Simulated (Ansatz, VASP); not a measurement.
One calculation of SrAl4Bi, two programs

```
Sr Al Bi
1.0
     0.00000    4.10210    4.10210
     4.10210    0.00000    4.10210
     4.10210    4.10210    0.00000
Sr Al Bi
1 4 1
Direct
  0.75000 0.75000 0.75000
  0.87736 0.37421 0.37421
  0.37421 0.37421 0.37421
  0.37421 0.87736 0.37421
  0.37421 0.37421 0.87736
  0.00000 0.00000 0.00000
```

Alike in both runs: functional PBE; k mesh 8 × 8 × 8; occupations gaussian, width 0.1 eV; no spin polarisation.

Ansatz relaxed the structure, and its values are those at the end. VASP's run is a single point on that final structure, the one shown.

|  | VASP | Ansatz |
| --- | --- | --- |
| version | VASP 6.6.1 | Ansatz 0.2.0 |
| potentials or method | VASP PAW PBE potentials, release 64 (Sr_sv, Al, Bi_d), cutoff 520 eV | scalar-relativistic, plane waves, PAW |
| valence electrons in the cell | 37 | 37 |

```csv
,VASP,Ansatz,Ansatz less VASP
gap on the k mesh at the Fermi level (eV),none,none,-
pressure (GPa),0.0,0.0,-0.01
rms of the force components (eV/Å),0.004,0.003,-0.0005
```

A gap of «none» marks a metal or a gap that the smearing closes.

Spin-orbit coupling is off throughout.
